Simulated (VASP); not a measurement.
A run of VASP 6.6.1:

The input INCAR:

```
SYSTEM = Bi
ALGO = Fast
EDIFF = 1E-6
ENCUT = 520
GGA = PS
ISIF = 2
ISMEAR = 0
IVDW = 12
LASPH = .True.
LCHARG = .False.
LREAL = .False.
LWAVE = .False.
NBANDS = 14
NELM = 80
PREC = Accurate
SIGMA = 0.15
```

KPOINTS

```
k-points
0
Gamma
  16 16 16
  0 0 0
```

POSCAR

```
Bi
1.0
   -1.7026235882      2.2797841265      1.7891976689
    1.7026235882     -2.2797841265      1.7891976689
    1.7026235882      2.2797841265     -1.7891976689
Bi
1
Direct
    0.0000000000      0.0000000000      0.0000000000
```

Potentials or basis: VASP PAW PBE potentials, release 64 (Bi_d).

The run is started by

```console
$ cat potpaw_PBE.64/Bi_d/POTCAR > POTCAR
$ mpirun -np 1 vasp_std > vasp.out
```

Hardware: 1 thread of Intel Xeon 8259CL, with other jobs on the host.

Task: How long does it take, and how much memory?

Result: Wall time 4.5 min on 1 thread of Intel Xeon 8259CL, with other jobs on the host, peak memory 0.34 GiB. Counts: scf iterations 12, k points 621.
